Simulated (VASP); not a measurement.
A run of VASP 6.6.1 is set up as follows.

INCAR

```
PREC = Accurate
ENCUT = 520
EDIFF = 1E-7
ISMEAR = 0
SIGMA = 0.1
LREAL = False
LASPH = True
NELM = 60
ALGO = Fast
ISIF = 2
LWAVE = False
LCHARG = False
LDIPOL = True
IDIPOL = 3
DIPOL = 0.5 0.5 0.360
GGA = PE
IBRION = 2
NSW = 36
EDIFFG = -0.025
KPAR = 4
```

File KPOINTS:

```
regular mesh
0
Gamma
  8 8 1
```

Contents of POSCAR:

```
Si4Mo2N
1.0
    3.2169717285      0.0000000000      0.0000000000
    0.0000000000      3.2169717285      0.0000000000
    0.0000000000      0.0000000000     21.8787970046
Si Mo N
4 2 1
Selective dynamics
Direct
    0.0000000000      0.0000000000      0.1828254085  F F F
    0.0000000000      0.0000000000      0.3015081460  F F F
    0.5000000000      0.5000000000      0.3593659936  F F F
    0.5000000000      0.5000000000      0.4743769505  F F F
    0.5000000000      0.5000000000      0.2421667772  F F F
    0.0000000000      0.0000000000      0.4192862006  F F F
    0.6250000000      0.7500000000      0.5384170347  F F T
```

Potentials or basis: VASP PAW PBE potentials, release 64 (Si, Mo_sv, N).

Launch:

```sh
$ cat potpaw_PBE.64/Si/POTCAR potpaw_PBE.64/Mo_sv/POTCAR potpaw_PBE.64/N/POTCAR > POTCAR
$ mpirun -np 4 vasp_std > vasp.out
```

Question: What does it give for the energy gained by relaxing?

Answer: 0.3 meV/atom.

Question: What does it give for the band gap on the k mesh?

Answer: Zero (an odd number of electrons rules out a gap without spin polarisation).

The path:
```
step  energy change (eV)  largest force on free atoms (eV/Å)  pressure (GPa)
   1              0.0000                              0.2932           -0.32
   2             -0.0022                              0.0094           -0.16
```

Caveat: an odd number of electrons without spin polarisation forces a metal; a magnetic or distorted state may lie lower.
